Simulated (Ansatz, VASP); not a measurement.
# Se in VASP and in Ansatz

INCAR

```
  PREC = Accurate
  ENCUT = 520
  EDIFF = 1E-7
  ISMEAR = -1
  SIGMA = 0.08
  LREAL = False
  LASPH = True
  NELM = 80
  ALGO = Normal
  ISIF = 2
  LWAVE = False
  LCHARG = False
  GGA = PE
  NBANDS = 13
```

Contents of KPOINTS:

```
Automatic mesh
0
Gamma
  14 14 8
```

POSCAR

```
Se
1.0
    3.3703318823      0.0000000000      0.0000000000
   -1.6851659412      2.9187930292      0.0000000000
    0.0000000000      0.0000000000      3.8105209313
Se
2
Direct
    0.3333333333      0.6666666667      0.2500000000
    0.6666666667      0.3333333333      0.7500000000
```

Input for Ansatz:

```yaml
crystal:
  lattice:
    - [3.3703318823, 0.0, 0.0]
    - [-1.6851659412, 2.9187930292, 0.0]
    - [0.0, 0.0, 3.8105209313]
  atoms:
    - { symbol: Se, position: [0.3333333333, 0.6666666667, 0.25] }
    - { symbol: Se, position: [0.6666666667, 0.3333333333, 0.75] }
kpoints:
  mp_grid: { grid: [14, 14, 8] }
scf:
  occupations: { method: fermi_dirac, width: 0.08 }
hamiltonian:
  xc: pbe
  pseudopotentials: { kind: paw }
output:
  forces: true
  stress: true
  eigenvalues: true
  populations: true
```

Change from the starting cell: volume scaled by 0.84, PAW files.

Alike in both runs: task single point; functional PBE; k mesh 14 × 14 × 8; occupations fermi-dirac, width 0.08 eV; no spin polarisation.

|  | VASP | Ansatz |
| --- | --- | --- |
| version | VASP 6.6.1 | Ansatz 0.2.0 |
| potentials or method | VASP PAW PBE potentials, release 64 (Se) | PAW with Ansatz's default frozen-core files, scalar-relativistic |
| plane-wave cutoff (eV) | 520 | 420 |
| valence electrons in the cell | 12 | 32 |

VASP gave:

| Item | Value |
| --- | --- |
| pressure (GPa) | 14.1 |

**Question.** Estimate Ansatz's values.

**Answer.** Pressure (GPa): 14.0.

VASP's potentials hold 12 valence electrons a cell and Ansatz's 32, so a difference there can come from the potentials and not from the codes.
